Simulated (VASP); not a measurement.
KI, 2 atoms in the cell. It takes space group Pm-3m (No. 221, cubic). The conventional cell has a = 4.291 Å, b = 4.291 Å, c = 4.291 Å, α = 90.00°, β = 90.00°, γ = 90.00°. Within 4.9 Å of K (site symmetry m-3m) lie 8 I at 3.72 Å and 6 K at 4.29 Å. I (site symmetry m-3m) has 8 K at 3.72 Å and 6 I at 4.29 Å within 4.9 Å. 

* Program: VASP 6.6.1
* Task: relaxation of cell and atoms
* Functional: PBEsol
* Dispersion: D3(BJ)
* Potentials or basis: VASP PAW PBE potentials, release 64 (K_sv, I)
* Cutoff: 600 eV
* k mesh: 4 × 4 × 4
* Occupations: gaussian, width 0.01 eV
* Spin: no spin polarisation
* Dipole correction: no
* Further INCAR settings: ALGO = Normal; EDIFF = 1e-06; IBRION = 2; EDIFFG = -0.01; NSW = 80; ISIF = 3

Potentials or basis: VASP PAW PBE potentials, release 64 (K_sv, I).

Launch:

```sh
$ cat potpaw_PBE.64/K_sv/POTCAR potpaw_PBE.64/I/POTCAR > POTCAR
$ mpirun -np 1 vasp_std > vasp.out
```

Hardware: 1 thread of Intel Xeon 6975P-C, with other jobs on the host.

Q: Estimate the wall time of this run.

A: It took 31 s on 1 thread of Intel Xeon 6975P-C, with other jobs on the host, peak memory 0.23 GiB. Counts: scf iterations 27, k points 10, ion steps 3.
